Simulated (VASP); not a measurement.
# BeTe (Pbca) in VASP: notebook

BeTe is run at these levels: PBE; tasks: single point.

All numbers are computed with VASP 6.6.1; they aren't measurements. Logs are shortened: lines on timing, memory, paths and dates and some standing lists are left out, and cuts for length are marked.

### Step 1. The cell of the first run

Symmetry: Pbca, No. 61, orthorhombic system. The conventional cell has a = 6.523 Å, b = 6.540 Å, c = 7.438 Å, α = 90.00°, β = 90.00°, γ = 90.00°. Be (site symmetry 1) has 4 Te at 2.26 to 2.32 Å within 3.0 Å. Within 3.0 Å of Te (site symmetry 1) lie 4 Be at 2.26 to 2.32 Å.

The cell was generated, and may not be a known phase.

### Step 2. Single point, PBE

Contents of INCAR:

```
SYSTEM = BeTe
PREC     = Accurate       ! precision mode
ENCUT    = 520            ! plane-wave cutoff, eV
EDIFF    = 1E-7           ! SCF threshold, eV
ISMEAR   = 0              ! smearing method
SIGMA    = 0.1            ! smearing width, eV
LREAL    = Auto         
LASPH    = .TRUE.         ! aspherical terms in the spheres
NELM     = 100            ! most SCF steps
ALGO     = Normal         ! electronic algorithm
ISIF     = 2              ! what is computed and relaxed
LWAVE    = .FALSE.        ! write WAVECAR
LCHARG   = .FALSE.        ! write CHGCAR
GGA      = PE             ! functional
NBANDS   = 46             ! bands
```

Contents of KPOINTS:

```
Automatic mesh
0
G
  4 4 4
  0 0 0
```

Contents of POSCAR:

```
BeTe
1.0
    6.5226159000      0.0000000000      0.0000000000
    0.0000000000      6.5397180400      0.0000000000
    0.0000000000      0.0000000000      7.4379175200
Be Te
8 8
Direct
    0.4095200300      0.1730887100      0.8662118200
    0.9095200300      0.3269112900      0.1337881800
    0.5904799700      0.8269112900      0.1337881800
    0.0904799700      0.6730887100      0.8662118200
    0.0904799700      0.8269112900      0.3662118200
    0.5904799700      0.6730887100      0.6337881800
    0.4095200300      0.3269112900      0.3662118200
    0.9095200300      0.1730887100      0.6337881800
    0.0904799700      0.3269112900      0.8662118200
    0.5904799700      0.1730887100      0.1337881800
    0.4095200300      0.8269112900      0.8662118200
    0.9095200300      0.6730887100      0.1337881800
    0.4095200300      0.6730887100      0.3662118200
    0.9095200300      0.8269112900      0.6337881800
    0.5904799700      0.3269112900      0.6337881800
    0.0904799700      0.1730887100      0.3662118200
```

Potentials or basis: VASP PAW PBE potentials, release 64 (Be, Te).

Launch:

```console
$ cat potpaw_PBE.64/Be/POTCAR potpaw_PBE.64/Te/POTCAR > POTCAR
$ mpirun -np 1 vasp_std > vasp.out
```

OUTCAR:

```text
SYSTEM = BeTe
   PREC = Accurate
   ENCUT = 520
   EDIFF = 1E-7
   ISMEAR = 0
   LREAL = Auto
   LASPH = .TRUE.
   NELM = 100
   ISIF = 2
   GGA = PE

 ion  position               nearest neighbor table
   1  0.410  0.173  0.866-  11 2.26   9 2.31  10 2.31  15 2.32
   2  0.910  0.327  0.134-  12 2.26  10 2.31   9 2.31  16 2.32
   3  0.590  0.827  0.134-  10 2.26  12 2.31  11 2.31  13 2.32
   4  0.090  0.673  0.866-   9 2.26  11 2.31  12 2.31  14 2.32
   5  0.090  0.827  0.366-  16 2.26  13 2.31  14 2.31  12 2.32
   6  0.590  0.673  0.634-  15 2.26  14 2.31  13 2.31  11 2.32
   7  0.410  0.327  0.366-  13 2.26  16 2.31  15 2.31  10 2.32
   8  0.910  0.173  0.634-  14 2.26  15 2.31  16 2.31   9 2.32
   9  0.090  0.327  0.866-   4 2.26   1 2.31   2 2.31   8 2.32  12 3.24
  10  0.590  0.173  0.134-   3 2.26   2 2.31   1 2.31   7 2.32  11 3.24
  11  0.410  0.827  0.866-   1 2.26   4 2.31   3 2.31   6 2.32  10 3.24
  12  0.910  0.673  0.134-   2 2.26   3 2.31   4 2.31   5 2.32   9 3.24
  13  0.410  0.673  0.366-   7 2.26   5 2.31   6 2.31   3 2.32  15 3.24
  14  0.910  0.827  0.634-   8 2.26   6 2.31   5 2.31   4 2.32  16 3.24
  15  0.590  0.327  0.634-   6 2.26   8 2.31   7 2.31   1 2.32  13 3.24
  16  0.090  0.173  0.366-   5 2.26   7 2.31   8 2.31   2 2.32  14 3.24

  LATTYP: Found a simple orthorhombic cell.
 ALAT       =     6.5226159000
 B/A-ratio  =     1.0026219756
 C/A-ratio  =     1.1403273831

  Lattice vectors:

 A1 = (   6.5226159000,   0.0000000000,   0.0000000000)
 A2 = (   0.0000000000,   6.5397180400,   0.0000000000)
 A3 = (   0.0000000000,   0.0000000000,   7.4379175200)

Analysis of symmetry for initial positions (statically):
=====================================================================
 Subroutine PRICEL returns:
 Original cell was already a primitive cell.

 Routine SETGRP: Setting up the symmetry group for a
 simple orthorhombic supercell.

 Subroutine GETGRP returns: Found  8 space group operations
 (whereof  2 operations were pure point group operations)
 out of a pool of  8 trial point group operations.

The static configuration has the point symmetry S_2 .
 The point group associated with its full space group is D_2h.

Analysis of symmetry for dynamics (positions and initial velocities):
=====================================================================
 Subroutine PRICEL returns:
 Original cell was already a primitive cell.

 Routine SETGRP: Setting up the symmetry group for a
 simple orthorhombic supercell.

 Subroutine GETGRP returns: Found  8 space group operations
 (whereof  2 operations were pure point group operations)
 out of a pool of  8 trial point group operations.

The dynamic configuration has the point symmetry S_2 .
 The point group associated with its full space group is D_2h.

 Subroutine INISYM returns: Found  8 space group operations
 (whereof  2 operations are pure point group operations),
 and found     1 'primitive' translations

----------------------------------------------------------------------------------------

                                     Primitive cell

  volume of cell :     317.2723

  direct lattice vectors                    reciprocal lattice vectors
     6.522615900  0.000000000  0.000000000     0.153312722  0.000000000  0.000000000
     0.000000000  6.539718040  0.000000000     0.000000000  0.152911791  0.000000000
     0.000000000  0.000000000  7.437917520     0.000000000  0.000000000  0.134446234

  length of vectors
     6.522615900  6.539718040  7.437917520     0.153312722  0.152911791  0.134446234

  position of ions in fractional coordinates (direct lattice)
     0.409520030  0.173088710  0.866211820
     0.909520030  0.326911290  0.133788180
     0.590479970  0.826911290  0.133788180
     0.090479970  0.673088710  0.866211820
     0.090479970  0.826911290  0.366211820
     0.590479970  0.673088710  0.633788180
[... 8 lines left out ...]
     0.590479970  0.326911290  0.633788180
     0.090479970  0.173088710  0.366211820

  ion indices of the primitive-cell ions
   primitive index   ion index
                 1           1
                 2           2
                 3           3
                 4           4
                 5           5
                 6           6
[... 8 lines left out ...]
                15          15
                16          16

----------------------------------------------------------------------------------------

 KPOINTS: Automatic mesh

Automatic generation of k-mesh.
 Grid dimensions read from file:
 generate k-points for:    4    4    4

 Generating k-lattice:

  Cartesian coordinates                     Fractional coordinates (reciprocal lattice)
     0.038328181  0.000000000  0.000000000     0.250000000  0.000000000  0.000000000
     0.000000000  0.038227948  0.000000000     0.000000000  0.250000000  0.000000000
     0.000000000  0.000000000  0.033611559     0.000000000  0.000000000  0.250000000

  Length of vectors
     0.038328181  0.038227948  0.033611559

  Shift w.r.t. Gamma in fractional coordinates (k-lattice)
     0.000000000  0.000000000  0.000000000

 Subroutine IBZKPT returns following result:
 ===========================================

 Found     27 irreducible k-points:

 Following reciprocal coordinates:
            Coordinates               Weight
  0.000000  0.000000  0.000000      1.000000
  0.250000  0.000000  0.000000      2.000000
  0.500000  0.000000  0.000000      1.000000
  0.000000  0.250000  0.000000      2.000000
  0.250000  0.250000  0.000000      4.000000
  0.500000  0.250000  0.000000      2.000000
[... 16 lines left out ...]
  0.250000  0.250000  0.500000      4.000000
  0.500000  0.250000  0.500000      2.000000
 [... further k-points ...]
   k-points           NKPTS =     27   k-points in BZ     NKDIM =     27   number of bands    NBANDS=     46
   number of dos      NEDOS =    301   number of ions     NIONS =     16
   total plane-waves  NPLWV = 140000
   dimension x,y,z NGX =    50 NGY =   50 NGZ =   56
   dimension x,y,z NGXF=   100 NGYF=  100 NGZF=  112
   ions per type =               8   8
   NGX,Y,Z   is equivalent  to a cutoff of  12.74, 12.71, 12.52 a.u.
   NGXF,Y,Z  is equivalent  to a cutoff of  25.49, 25.42, 25.03 a.u.
 SYSTEM =  BeTe
   PREC   = accura    normal or accurate (medium, high low for compatibility)
   ISTART =      0    job   : 0-new  1-cont  2-samecut
   ICHARG =      2    charge: 1-file 2-atom 10-const
   ISPIN  =      1    spin polarized calculation?
   LNONCOLLINEAR =      F non collinear calculations
   LSORBIT =      F    spin-orbit coupling
   LASPH  =      T    aspherical Exc in radial PAW
   ENCUT  =  520.0 eV  38.22 Ry    6.18 a.u.  12.13 12.16 13.83*2*pi/ulx,y,z
   NELM   =    100;   NELMIN=  2; NELMDL= -5     # of ELM steps
   EDIFF  = 0.1E-06   stopping-criterion for ELM
   LREAL  =      T    real-space projection
   EDIFFG = 0.1E-05   stopping-criterion for IOM
   NSW    =      0    number of steps for IOM
   IBRION =     -1    ionic relax: 0-MD 1-quasi-New 2-CG
   NFREE  =      0    steps in history (QN), initial steepest desc. (CG)
   ISIF   =      2    stress and relaxation
   ISYM   =      2    0-nonsym 1-usesym 2-fastsym
   POTIM  = 0.5000    time-step for ionic-motion
   TEBEG  =    0.0;   TEEND  =   0.0 temperature during run
   PSTRESS=    0.0 pullay stress
   NELECT =      64.0000    total number of electrons
   NUPDOWN=      -1.0000    fix difference up-down
   EMIN   =  10.00;   EMAX   =-10.00  energy-range for DOS
   EFERMI =   0.00;   METHOD = LEGACY
   ISMEAR =     0;   SIGMA  =   0.10  broadening in eV -4-tet -1-fermi 0-gaus
   EFERMI_NEDOS =   21; number of points for ismear=-14 and -15
   IALGO  =     38    algorithm
   IMIX   =      4    mixing-type and parameters
     AMIX     =   0.40;   BMIX     =  1.00
     AMIX_MAG =   1.60;   BMIX_MAG =  1.00
  volume/ion in A,a.u.               =      19.83       133.82
  Fermi-wavevector in a.u.,A,eV,Ry     =   0.960117  1.814358 12.542182  0.921824
  Thomas-Fermi vector in A             =   2.089373
   LORBIT       =      0    0 simple, 1 ext, 2 COOP (PROOUT), +10 PAW based schemes
   GGA     = PE    functional components
   LHFCALC =     F    Hartree Fock is set to
   AEXX    =    0.0000 exact exchange contribution
   IVDW    =     0    specifies the selected vdW correction
   LEPSILON=     F    determine dielectric tensor
   LRPA    =     F    only Hartree local field effects (RPA)
 non-spin polarized calculation
 Gauss-broadening in eV      SIGMA  =   0.10
  energy-cutoff  :      520.00
  volume of cell :      317.27
 maximum number of plane-waves:      8600
 NGX is ok and might be reduce to    50
   NGX = 25   NGY = 25   NGZ = 27

 number of electron      64.0000000 magnetization

 Free energy of the ion-electron system (eV)
  ---------------------------------------------------
  ext. energy  EPLUGINS =         0.00000000
  ---------------------------------------------------
  free energy    TOTEN  =       -56.59749661 eV

  energy without entropy =      -56.59749661  energy(sigma->0) =      -56.59749661

 E-fermi :   7.1421     XC(G=0):  -9.4513

 val. band max:        6.6883759660   @ k =   0.0000   0.0000   0.0000
 cond. band min:       8.2022575528   @ k =   0.0000   0.0000   0.2500
 fundamental gap:      1.5138815869
 Fermi energy:         7.1420997840

 k-point     1 :       0.0000    0.0000    0.0000
  band No.  band energies     occupation
      1      -6.9130      2.00000
      2      -5.4112      2.00000
      3      -5.4009      2.00000
      4      -5.1447      2.00000
      5      -5.1351      2.00000
      6      -5.0078      2.00000
[... 36 lines left out ...]
     43      11.3505      0.00000
     44      11.3807      0.00000

 k-point     2 :       0.2500    0.0000    0.0000
  band No.  band energies     occupation
      1      -6.7613      2.00000
      2      -5.7556      2.00000
      3      -5.3772      2.00000
      4      -5.2573      2.00000
      5      -4.9130      2.00000
      6      -4.8926      2.00000
[... 1026 lines left out ...]
 k-point    24 :       0.5000    0.2500    0.5000
  band No.  band energies     occupation
      1      -5.8700      2.00000
      2      -5.8700      2.00000
      3      -5.8700      2.00000
      4      -5.8700      2.00000
      5      -4.6383      2.00000
      6      -4.6383      2.00000
[... 36 lines left out ...]
     43      10.7923      0.00000
     44      10.7923      0.00000

 [... further k-points ...]

 [bands above 44 left out]

------------------------ aborting loop because EDIFF is reached ----------------------------------------

  FORCE on cell =-STRESS in cart. coord.  units (eV):
  Direction    XX          YY          ZZ          XY          YZ          ZX
  --------------------------------------------------------------------------------------
  -------------------------------------------------------------------------------------
  Total       26.9049294     36.7050203     29.7041168      0.0000000      0.0000000      0.0000000
  in kB      135.8658320    185.3548113    150.0013057      0.0000000      0.0000000      0.0000000
  external PRESSURE =     157.0739830 kB  Pullay stress =       0.0000000 kB

 VOLUME and BASIS-vectors are now :
 -----------------------------------------------------------------------------
  energy-cutoff  :      520.00
  volume of cell :      317.27
      direct lattice vectors                 reciprocal lattice vectors
     6.522615900  0.000000000  0.000000000     0.153312722  0.000000000  0.000000000
     0.000000000  6.539718040  0.000000000     0.000000000  0.152911791  0.000000000
     0.000000000  0.000000000  7.437917520     0.000000000  0.000000000  0.134446234

 POSITION                                       TOTAL-FORCE (eV/Angst)
 -----------------------------------------------------------------------------------
      2.67114      1.13195      6.44281        -0.016601      0.661053     -0.181807
      5.93245      2.13791      0.99511        -0.016601     -0.661053      0.181807
      3.85147      5.40777      0.99511         0.016601     -0.661053      0.181807
      0.59017      4.40181      6.44281         0.016601      0.661053     -0.181807
      0.59017      5.40777      2.72385         0.016601     -0.661053     -0.181807
      3.85147      4.40181      4.71406         0.016601      0.661053      0.181807
[... 8 lines left out ...]
      3.85147      2.13791      4.71406         0.391880     -1.367647      0.622953
      0.59017      1.13195      2.72385         0.391880      1.367647     -0.622953
 -----------------------------------------------------------------------------------
    total drift:                               -0.000000      0.000000      0.000000

  FREE ENERGIE OF THE ION-ELECTRON SYSTEM (eV)
  ---------------------------------------------------
  free  energy   TOTEN  =       -56.5974966125 eV

  energy  without entropy=      -56.5974966125  energy(sigma->0) =      -56.59749661
```

Run time: 18 min. Hardware: 1 thread of Intel Xeon 8259CL, shared host; peak memory 0.5 GiB.

Results:

| Item | Value |
| --- | --- |
| Free energy | -56.5975 eV |
| Pressure | 15.7 GPa |
| Largest force | 1.553 eV/Å |
| Band gap on the k mesh | 1.51 eV (least direct gap 1.65 eV) |

Forces in eV/Å, atoms in the order of the input:
```
Be  -0.017  0.661 -0.182
Be  -0.017 -0.661  0.182
Be   0.017 -0.661  0.182
Be   0.017  0.661 -0.182
Be   0.017 -0.661 -0.182
Be   0.017  0.661  0.182
Be  -0.017 -0.661 -0.182
Be  -0.017  0.661  0.182
Te   0.392 -1.368 -0.623
Te   0.392  1.368  0.623
Te  -0.392 -1.368 -0.623
Te  -0.392  1.368  0.623
Te  -0.392  1.368 -0.623
Te  -0.392 -1.368  0.623
Te   0.392 -1.368  0.623
Te   0.392  1.368 -0.623
```

Levels at points of the mesh, in eV from the valence-band top:
| k point | band 28 | band 29 | band 30 | band 31 | band 32 | band 33 | band 34 | band 35 | band 36 | band 37 |
| --- | --- | --- | --- | --- | --- | --- | --- | --- | --- | --- |
| (0.00, 0.00, 0.00) | -1.42 | -1.14 | -0.37 | -0.33 | 0.00 | 1.65 | 2.33 | 3.18 | 3.21 | 3.47 |
| (0.50, 0.00, 0.00) | -1.70 | -1.29 | -1.29 | -0.73 | -0.73 | 2.17 | 2.17 | 2.41 | 2.41 | 2.96 |
| (0.00, 0.50, 0.00) | -2.07 | -1.05 | -1.05 | -0.96 | -0.96 | 2.27 | 2.27 | 2.98 | 2.98 | 3.23 |
| (0.50, 0.50, 0.00) | -2.26 | -1.70 | -1.70 | -1.70 | -1.70 | 2.46 | 2.46 | 2.46 | 2.46 | 2.81 |
| (0.00, 0.00, 0.50) | -1.78 | -1.32 | -1.32 | -1.00 | -1.00 | 1.55 | 1.55 | 3.30 | 3.30 | 3.35 |
| (0.50, 0.00, 0.50) | -1.87 | -1.65 | -1.65 | -1.65 | -1.65 | 2.52 | 2.52 | 2.52 | 2.52 | 3.74 |
| (0.00, 0.50, 0.50) | -2.21 | -1.51 | -1.51 | -1.51 | -1.51 | 2.37 | 2.37 | 2.37 | 2.37 | 3.64 |
| (0.50, 0.50, 0.50) | -2.62 | -1.90 | -1.90 | -1.90 | -1.90 | 2.77 | 2.77 | 2.77 | 2.77 | 3.78 |

Caveat: the cell stands under pressure; spin-orbit coupling is left out, which moves the levels of the heavy elements; forces of over 1 eV/Å act on the atoms, so gaps and moduli don't describe the material at rest. A k mesh can miss the band edges.

### Step 3. Single point, PBE

This run uses another cell than the first one, of 23.85 Å³/atom.

Contents of INCAR:

```
PREC = Accurate
ENCUT = 520
EDIFF = 1E-7
ISMEAR = 0
SIGMA = 0.1
LREAL = Auto
LASPH = True
NELM = 100
ALGO = Normal
ISIF = 2
LWAVE = False
LCHARG = False
GGA = PE
NBANDS = 46
```

Contents of KPOINTS:

```
Automatic mesh
0
Gamma
  4 4 4
```

Contents of POSCAR:

```
BeTe
1.0
    6.9714801115      0.0000000000      0.0000000000
    0.0000000000      6.8334388498      0.0000000000
    0.0000000000      0.0000000000      8.0115027910
Be Te
8 8
Direct
    0.4129677557      0.1636328889      0.8675951578
    0.9129677557      0.3363671111      0.1324048422
    0.5870322443      0.8363671111      0.1324048422
    0.0870322443      0.6636328889      0.8675951578
    0.0870322443      0.8363671111      0.3675951578
    0.5870322443      0.6636328889      0.6324048422
    0.4129677557      0.3363671111      0.3675951578
    0.9129677557      0.1636328889      0.6324048422
    0.0907221575      0.3011738755      0.8664427099
    0.5907221575      0.1988261245      0.1335572901
    0.4092778425      0.8011738755      0.8664427099
    0.9092778425      0.6988261245      0.1335572901
    0.4092778425      0.6988261245      0.3664427099
    0.9092778425      0.8011738755      0.6335572901
    0.5907221575      0.3011738755      0.6335572901
    0.0907221575      0.1988261245      0.3664427099
```

Potentials or basis: VASP PAW PBE potentials, release 64 (Be, Te).

Launch:

```console
$ cat potpaw_PBE.64/Be/POTCAR potpaw_PBE.64/Te/POTCAR > POTCAR
$ mpirun -np 1 vasp_std > vasp.out
```

It took 14 min on 1 thread of Intel Xeon 8259CL, shared host; peak memory 0.59 GiB.

The run converged. Its results:

```
Free energy            : -59.9600 eV
Pressure               : 0.2 GPa
Largest force          : 0.005 eV/Å
Band gap on the k mesh : 2.25 eV (least direct gap 2.30 eV)
```

Forces on the atoms (eV/Å):
```
Be   0.001 -0.002 -0.004
Be   0.001  0.002  0.004
Be  -0.001  0.002  0.004
Be  -0.001 -0.002 -0.004
Be  -0.001  0.002 -0.004
Be  -0.001 -0.002  0.004
Be   0.001  0.002 -0.004
Be   0.001 -0.002  0.004
Te  -0.002 -0.005  0.001
Te  -0.002  0.005 -0.001
Te   0.002 -0.005  0.001
Te   0.002  0.005 -0.001
Te   0.002  0.005  0.001
Te   0.002 -0.005 -0.001
Te  -0.002 -0.005 -0.001
Te  -0.002  0.005  0.001
```

Levels at points of the mesh, in eV from the valence-band top:
```tsv
k point	band 30	band 31	band 32	band 33	band 34	band 35
(0.00, 0.00, 0.00)	-0.09	-0.04	0.00	2.30	2.49	3.03
(0.50, 0.00, 0.00)	-0.78	-0.63	-0.63	2.42	2.42	2.73
(0.00, 0.50, 0.00)	-0.71	-0.53	-0.53	2.54	2.54	3.04
(0.50, 0.50, 0.00)	-1.20	-1.20	-1.20	2.63	2.63	2.63
(0.00, 0.00, 0.50)	-0.77	-0.59	-0.59	2.45	2.45	3.50
(0.50, 0.00, 0.50)	-1.06	-1.06	-1.06	3.07	3.07	3.07
(0.00, 0.50, 0.50)	-1.17	-1.17	-1.17	2.85	2.85	2.85
(0.50, 0.50, 0.50)	-1.41	-1.41	-1.41	3.22	3.22	3.22
```

Caveat: spin-orbit coupling is left out, which moves the levels of the heavy elements.
